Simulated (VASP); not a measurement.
# Si (Fd-3m) in VASP: further runs

Si is run at these levels: r2SCAN; tasks: single point, relaxation of cell and atoms.

Everything below comes from runs of VASP 6.6.1. Logs are shortened: lines on timing, memory, paths and dates and some standing lists are left out, and cuts for length are marked.

## 1. The cell of the first run

Symmetry: Fd-3m, No. 227, cubic system. The conventional cell has a = 5.444 Å, b = 5.444 Å, c = 5.444 Å, α = 90.00°, β = 90.00°, γ = 90.00°. Si (site symmetry -43m) has 4 Si at 2.36 Å within 3.1 Å.

## 2. Single point, r2SCAN

Contents of POSCAR:

```
Si
1.0
    0.0000000000      2.7220891410      2.7220891410
    2.7220891410      0.0000000000      2.7220891410
    2.7220891410      2.7220891410      0.0000000000
Si
2
Direct
    0.0000000000      0.0000000000      0.0000000000
    0.2500000000      0.2500000000      0.2500000000
```

Contents of INCAR.step1:

```
SYSTEM = Si
  ALGO = Normal
  EDIFF = 1E-4
  ENCUT = 520
  GGA = PE
  ISMEAR = 0
  LASPH = .TRUE.
  LCHARG = .FALSE.
  LREAL = .FALSE.
  LWAVE = .TRUE.
  NBANDS = 11
  NELM = 80
  PREC = Accurate
  SIGMA = 0.02
```

Contents of INCAR.step2:

```
SYSTEM = Si
  ALGO = Normal
  EDIFF = 1E-7
  ENCUT = 520
  ISIF = 2
  ISMEAR = 0
  ISTART = 1
  LASPH = .TRUE.
  LCHARG = .TRUE.
  LELF = .TRUE.
  LMIXTAU = .TRUE.
  LREAL = .FALSE.
  LVHAR = .TRUE.
  LWAVE = .FALSE.
  METAGGA = R2SCAN
  NBANDS = 11
  NELM = 80
  PREC = Accurate
  SIGMA = 0.02
```

Contents of KPOINTS:

```
k-points
0
G
  18 18 18
  0 0 0
```

Potentials or basis: VASP PAW PBE potentials, release 64 (Si).

Started as:

```bash
cat potpaw_PBE.64/Si/POTCAR > POTCAR
cp INCAR.step1 INCAR
mpirun -np 1 vasp_std > vasp.out
cp INCAR.step2 INCAR
mpirun -np 1 vasp_std > vasp.out
```

OUTCAR:

```text
SYSTEM = Si
   EDIFF = 1E-7
   ENCUT = 520
   ISIF = 2
   ISMEAR = 0
   ISTART = 1
   LASPH = .TRUE.
   LREAL = .FALSE.
   METAGGA = R2SCAN
   NELM = 80
   PREC = Accurate

 ion  position               nearest neighbor table
   1  0.000  0.000  0.000-   2 2.36   2 2.36   2 2.36   2 2.36
   2  0.250  0.250  0.250-   1 2.36   1 2.36   1 2.36   1 2.36

  LATTYP: Found a face centered cubic cell.
 ALAT       =     5.4441782820

  Lattice vectors:

 A1 = (   0.0000000000,   2.7220891410,   2.7220891410)
 A2 = (   2.7220891410,   0.0000000000,   2.7220891410)
 A3 = (   2.7220891410,   2.7220891410,   0.0000000000)

Analysis of symmetry for initial positions (statically):
=====================================================================
 Subroutine PRICEL returns:
 Original cell was already a primitive cell.

 Routine SETGRP: Setting up the symmetry group for a
 face centered cubic supercell.

 Subroutine GETGRP returns: Found 48 space group operations
 (whereof 24 operations were pure point group operations)
 out of a pool of 48 trial point group operations.

The static configuration has the point symmetry T_d .
 The point group associated with its full space group is O_h .

Analysis of symmetry for dynamics (positions and initial velocities):
=====================================================================
 Subroutine PRICEL returns:
 Original cell was already a primitive cell.

 Routine SETGRP: Setting up the symmetry group for a
 face centered cubic supercell.

 Subroutine GETGRP returns: Found 48 space group operations
 (whereof 24 operations were pure point group operations)
 out of a pool of 48 trial point group operations.

The dynamic configuration has the point symmetry T_d .
 The point group associated with its full space group is O_h .

 Subroutine INISYM returns: Found 48 space group operations
 (whereof 24 operations are pure point group operations),
 and found     1 'primitive' translations

----------------------------------------------------------------------------------------

                                     Primitive cell

  volume of cell :      40.3401

  direct lattice vectors                    reciprocal lattice vectors
     0.000000000  2.722089141  2.722089141    -0.183682449  0.183682449  0.183682449
     2.722089141  0.000000000  2.722089141     0.183682449 -0.183682449  0.183682449
     2.722089141  2.722089141  0.000000000     0.183682449  0.183682449 -0.183682449

  length of vectors
     3.849615381  3.849615381  3.849615381     0.318147334  0.318147334  0.318147334
[... 90 lines left out ...]
   TEBEG  =    0.0;   TEEND  =   0.0 temperature during run
   PSTRESS=    0.0 pullay stress
   NELECT =       8.0000    total number of electrons
   NUPDOWN=      -1.0000    fix difference up-down
   EMIN   =  10.00;   EMAX   =-10.00  energy-range for DOS
   EFERMI =   0.00;   METHOD = LEGACY
   ISMEAR =     0;   SIGMA  =   0.02  broadening in eV -4-tet -1-fermi 0-gaus
   EFERMI_NEDOS =   21; number of points for ismear=-14 and -15
   IALGO  =     38    algorithm
   IMIX   =      4    mixing-type and parameters
     AMIX     =   0.40;   BMIX     =  1.00
     AMIX_MAG =   1.60;   BMIX_MAG =  1.00
  volume/ion in A,a.u.               =      20.17       136.11
  Fermi-wavevector in a.u.,A,eV,Ry     =   0.954683  1.804089 12.400615  0.911419
  Thomas-Fermi vector in A             =   2.083452
   LORBIT       =      0    0 simple, 1 ext, 2 COOP (PROOUT), +10 PAW based schemes
   METAGGA = R2SCAN    functional components
   LHFCALC =     F    Hartree Fock is set to
   AEXX    =    0.0000 exact exchange contribution
   IVDW    =     0    specifies the selected vdW correction
   LEPSILON=     F    determine dielectric tensor
   LRPA    =     F    only Hartree local field effects (RPA)
 non-spin polarized calculation
 Gauss-broadening in eV      SIGMA  =   0.02
  energy-cutoff  :      520.00
  volume of cell :       40.34
 maximum number of plane-waves:      1106
 NGX is ok and might be reduce to    30
   NGX = 15   NGY = 15   NGZ = 15

 number of electron       8.0000001 magnetization

 Free energy of the ion-electron system (eV)
  ---------------------------------------------------
  ext. energy  EPLUGINS =         0.00000000
  ---------------------------------------------------
  free energy    TOTEN  =       -17.55041244 eV

  energy without entropy =      -17.55041244  energy(sigma->0) =      -17.55041244

 E-fermi :   5.8276     XC(G=0):  -9.8258

 val. band max:        5.6620622167   @ k =   0.0000   0.0000   0.0000
 cond. band min:       6.4620378938   @ k =   0.4444   0.4444   0.0000
 fundamental gap:      0.7999756771
 Fermi energy:         5.8276195787

 k-point     1 :       0.0000    0.0000    0.0000
  band No.  band energies     occupation
      1      -6.8115      2.00000
      2       5.6621      2.00000
      3       5.6621      2.00000
      4       5.6621      2.00000
      5       8.4172      0.00000
      6       8.4172      0.00000
      7       8.4172      0.00000
      8       9.5594      0.00000
      9      13.7855      0.00000
     10      13.7855      0.00000
     11      14.3316      0.00000
[... 309 lines left out ...]
 k-point    24 :      -0.2222    0.0556    0.0000
  band No.  band energies     occupation
      1      -5.9972      2.00000
      2       1.7817      2.00000
      3       4.4003      2.00000
      4       5.0665      2.00000
      5       8.2915      0.00000
      6       9.2488      0.00000
      7       9.5961      0.00000
      8      12.5391      0.00000
      9      12.7468      0.00000
     10      14.2080      0.00000
     11      15.6134      0.00000

 [... further k-points ...]

------------------------ aborting loop because EDIFF is reached ----------------------------------------

  FORCE on cell =-STRESS in cart. coord.  units (eV):
  Direction    XX          YY          ZZ          XY          YZ          ZX
  --------------------------------------------------------------------------------------
  -------------------------------------------------------------------------------------
  Total       -0.0606257     -0.0606257     -0.0606257      0.0000000      0.0000000     -0.0000000
  in kB       -2.4078568     -2.4078568     -2.4078568      0.0000000      0.0000000     -0.0000000
  external PRESSURE =      -2.4078568 kB  Pullay stress =       0.0000000 kB

 VOLUME and BASIS-vectors are now :
 -----------------------------------------------------------------------------
  energy-cutoff  :      520.00
  volume of cell :       40.34
      direct lattice vectors                 reciprocal lattice vectors
     0.000000000  2.722089141  2.722089141    -0.183682449  0.183682449  0.183682449
     2.722089141  0.000000000  2.722089141     0.183682449 -0.183682449  0.183682449
     2.722089141  2.722089141  0.000000000     0.183682449  0.183682449 -0.183682449

 POSITION                                       TOTAL-FORCE (eV/Angst)
 -----------------------------------------------------------------------------------
      0.00000      0.00000      0.00000         0.000000     -0.000000     -0.000000
      1.36104      1.36104      1.36104        -0.000000      0.000000      0.000000
 -----------------------------------------------------------------------------------
    total drift:                               -0.000000     -0.000000     -0.000000

  FREE ENERGIE OF THE ION-ELECTRON SYSTEM (eV)
  ---------------------------------------------------
  free  energy   TOTEN  =       -17.5504124371 eV

  energy  without entropy=      -17.5504124371  energy(sigma->0) =      -17.55041244
```

Wall time 2.3 min (1 thread of Intel Xeon 6975P-C (Granite Rapids), shared host); peak memory 0.2 GiB.

What came out:

```
Free energy            : -17.5504 eV
Pressure               : -0.2 GPa
Band gap on the k mesh : 0.80 eV, indirect (least direct gap 2.76 eV)
```

Caveat: the PAW data sets were made with another functional, which shifts forces and pressure a little. r2SCAN opens gaps a little over a GGA but as a rule still falls short of measured ones.

## 3. Relaxation of cell and atoms, r2SCAN

This run uses another cell than the first one, of 20.35 Å³/atom, 1.009 times its volume.

Contents of POSCAR:

```
Si
1.0
    0.0000000000      2.7300000000      2.7300000000
    2.7300000000      0.0000000000      2.7300000000
    2.7300000000      2.7300000000      0.0000000000
Si
2
Direct
    0.0000000000      0.0000000000      0.0000000000
    0.2500000000      0.2500000000      0.2500000000
```

Contents of INCAR.step1:

```
PREC = Accurate ; ENCUT = 600
ISMEAR = 0 ; SIGMA = 0.02
LREAL = False ; LASPH = True
NELM = 80 ; GGA = PE
ALGO = Normal ; EDIFF = 1E-4
LWAVE = True ; LCHARG = False
```

Contents of INCAR.step2:

```
PREC = Accurate ; ENCUT = 600
EDIFF = 1E-6 ; ISMEAR = 0
SIGMA = 0.02 ; LREAL = False
LASPH = True ; NELM = 80
ALGO = Normal ; ISIF = 3
LWAVE = False ; LCHARG = False
METAGGA = R2SCAN ; LMIXTAU = True
IBRION = 2 ; NSW = 80
EDIFFG = -0.005 ; ISTART = 1
```

Contents of KPOINTS:

```
Automatic mesh
0
Gamma
  18 18 18
```

Potentials or basis: VASP PAW PBE potentials, release 64 (Si).

Started as:

```bash
cat potpaw_PBE.64/Si/POTCAR > POTCAR
cp INCAR.step1 INCAR
mpirun -np 1 vasp_std > vasp.out
cp INCAR.step2 INCAR
mpirun -np 1 vasp_std > vasp.out
```

It took 2.6 min on 1 thread of Intel Xeon 6975P-C (Granite Rapids), shared host; peak memory 0.23 GiB.

The run converged. Its results:

* Free energy: -17.5502 eV
* Relaxed volume: 20.12 Å³/atom
* Relaxed cell: a = 3.846 Å, b = 3.846 Å, c = 3.846 Å, α = 60.00°, β = 60.00°, γ = 60.00°
* Space group after relaxing (to 0.05 Å): Fd-3m (No. 227)
* Energy gained by relaxing: 0.8 meV/atom
* Ionic steps: 3
* Pressure after relaxing: 0.0 GPa
* Band gap on the k mesh: 0.80 eV, indirect (least direct gap 2.76 eV)

The path:
```
step  energy change (eV)  largest force (eV/Å)  pressure (GPa)  volume (Å³)
   1              0.0000                0.0000           -1.06        40.69
   2             -0.0006                0.0000            0.83        39.91
   3             -0.0015                0.0000            0.01        40.24
```

Final structure:
```
CELL_PARAMETERS angstrom
0.00000 2.71988 2.71988
2.71988 0.00000 2.71988
2.71988 2.71988 0.00000
ATOMIC_POSITIONS crystal
Si 0.00000 0.00000 0.00000
Si 0.25000 0.25000 0.25000
```

Levels at points of the mesh, in eV from the valence-band top:
| k point | band 2 | band 3 | band 4 | band 5 | band 6 | band 7 |
| --- | --- | --- | --- | --- | --- | --- |
| (0.00, 0.00, 0.00) | 0.00 | 0.00 | 0.00 | 2.76 | 2.76 | 2.76 |
| (0.50, 0.00, 0.00) | -7.24 | -1.27 | -1.27 | 1.87 | 3.59 | 3.59 |
| (0.50, 0.50, 0.00) | -8.14 | -3.00 | -3.00 | 0.93 | 0.93 | 10.84 |

Caveat: the PAW data sets were made with another functional, which shifts forces and pressure a little.
